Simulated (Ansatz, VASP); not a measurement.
# Two plane-wave programs on MgTeSe3

Contents of INCAR:

```
  PREC = Accurate
  ENCUT = 600
  EDIFF = 1E-6
  ISMEAR = 0
  SIGMA = 0.01
  LREAL = False
  LASPH = True
  NELM = 100
  ALGO = Normal
  ISIF = 3
  LWAVE = False
  LCHARG = False
  GGA = PE
  IBRION = 2
  NSW = 100
  EDIFFG = -0.01
```

Contents of KPOINTS:

```
Automatic mesh
0
Gamma
  6 6 6
```

POSCAR

```
MgTeSe3
1.0
    3.7867869205      2.1863024479      3.8062535289
   -3.7867869205      2.1863024479      3.8062535289
    0.0000000000     -4.3726048959      3.8062535288
Mg Te Se
1 1 3
Direct
    0.8580843298      0.8580843298      0.8580843298
    0.5124331560      0.5124331560      0.5124331560
    0.5711664998      0.5711664998      0.0651495147
    0.5711664998      0.0651495147      0.5711664998
    0.0651495147      0.5711664998      0.5711664998
```

Input for Ansatz:

```yaml
crystal:
  lattice:
    - [3.7867869205, 2.1863024479, 3.8062535289]
    - [-3.7867869205, 2.1863024479, 3.8062535289]
    - [0.0, -4.3726048959, 3.8062535288]
  atoms:
    - { symbol: Mg, position: [0.8580843298, 0.8580843298, 0.8580843298] }
    - { symbol: Te, position: [0.512433156, 0.512433156, 0.512433156] }
    - { symbol: Se, position: [0.5711664998, 0.5711664998, 0.0651495147] }
    - { symbol: Se, position: [0.5711664998, 0.0651495147, 0.5711664998] }
    - { symbol: Se, position: [0.0651495147, 0.5711664998, 0.5711664998] }
basis:
  ecutwfc: 420
kpoints:
  mp_grid: { grid: [6, 6, 6] }
hamiltonian:
  xc: pbe
scf:
  occupations: { method: gaussian, width: 0.01 }
output:
  forces: true
  stress: true
  eigenvalues: true
relax:
  adjacent_minimum: "off"
  f_tol: 0.01
  max_steps: 80
  cell: { stress_tol: 0.05 }
```

Change from the starting cell: species swapped into the CsHgCl3 type (R3m, No. 160).

Alike in both runs: task relaxation of cell and atoms; functional PBE; k mesh 6 × 6 × 6; occupations gaussian, width 0.01 eV; no spin polarisation.

|  | VASP | Ansatz |
| --- | --- | --- |
| version | VASP 6.6.1 | Ansatz 0.2.0 |
| potentials or method | VASP PAW PBE potentials, release 64 (Mg, Te, Se), cutoff 600 eV | scalar-relativistic, plane waves, PAW |
| valence electrons in the cell | 26 | 74 |

|  | VASP | Ansatz | Ansatz less VASP |
| --- | --- | --- | --- |
| gap on the k mesh at the Fermi level, each at its own relaxed structure (eV) | 0.09 | 0.09 | 0.000 |
| relaxed volume (Å³/atom) | 37.81 | 37.81 | +0.009 |
| relaxed cell length with the largest relative difference (Å) | 5.796 | 5.797 | +0.0009 |

VASP's potentials hold 26 valence electrons a cell and Ansatz's 74, so a difference there can come from the potentials and not from the codes.

Neither program's run includes spin-orbit coupling.
